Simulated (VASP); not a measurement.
**BeTe: single point with PBE**

BeTe:

```
CELL_PARAMETERS angstrom
0.00000 2.84198 2.84198
2.84198 0.00000 2.84198
2.84198 2.84198 0.00000
ATOMIC_POSITIONS crystal
Be 0.00000 0.00000 0.00000
Te 0.25000 0.25000 0.25000
```

```yaml
Program: VASP 6.6.1
Task: single point
Functional: PBE
Potentials_or_basis: VASP PAW PBE potentials, release 64 (Be, Te)
Cutoff: 600 eV
k_mesh: 6 × 6 × 6
Occupations: gaussian, width 0.01 eV
Spin: no spin polarisation
```

```json
{
  "Pressure": "-0.4 GPa",
  "Band gap on the k mesh": "2.04 eV, indirect (least direct gap 3.62 eV)"
}
```

Levels at points of the mesh, in eV from the valence-band top:
```csv
k point,band 1,band 2,band 3,band 4,band 5,band 6,band 7,band 8
"(0.00, 0.00, 0.00)",-12.12,0.00,0.00,0.00,3.62,3.63,3.63,3.63
"(0.50, 0.00, 0.00)",-10.84,-5.37,-1.09,-1.09,3.00,4.60,4.60,7.82
"(0.50, 0.50, 0.00)",-10.38,-4.97,-2.54,-2.54,2.04,2.70,9.53,9.53
```

It took 5.3 s on 1 thread of Intel(R) Xeon(R) 6975P-C (Granite Rapids) (shared host), peak memory 0.17 GiB.

Caveat: spin-orbit coupling is left out, which moves the levels of the heavy elements. A k mesh can miss the band edges.
